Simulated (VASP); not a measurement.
Crystal: PbSe.

```
CELL_PARAMETERS angstrom
0.00000 3.08870 3.08870
2.91913 0.00000 3.08870
2.91913 3.08870 0.00000
ATOMIC_POSITIONS crystal
Pb 0.00000 0.00000 0.00000
Se 0.50000 0.50000 0.50000
```

This cell differs from its parent crystal: uniaxial x strain -5.5%.

Base run:

```yaml
Program: VASP 6.6.1
Functional: r2SCAN
Potentials_or_basis: VASP PAW PBE potentials, release 64 (Pb_d, Se)
Cutoff: 520 eV
k_mesh: 8 × 8 × 8
Occupations: fermi-dirac, width 0.02 eV
Spin: no spin polarisation
```

Its results: band gap on the k mesh 0.36 eV; pressure 3.9 GPa.

**Question.** The run is repeated on the same cell with these changes: functional from r2SCAN to PBE; further incar settings from ALGO = Normal; EDIFF = 1e-06; NBANDS = 17 to ALGO = Normal; EDIFF = 1e-07; NBANDS = 17. What comes out?

**Answer.** Band gap on the k mesh 0.09 eV; pressure 4.7 GPa.

Caveats: the cell stands under pressure; spin-orbit coupling is left out, which moves the levels of the heavy elements; the PAW data sets were made with another functional, which shifts forces and pressure a little (at least some runs).

A k mesh can miss the band edges.
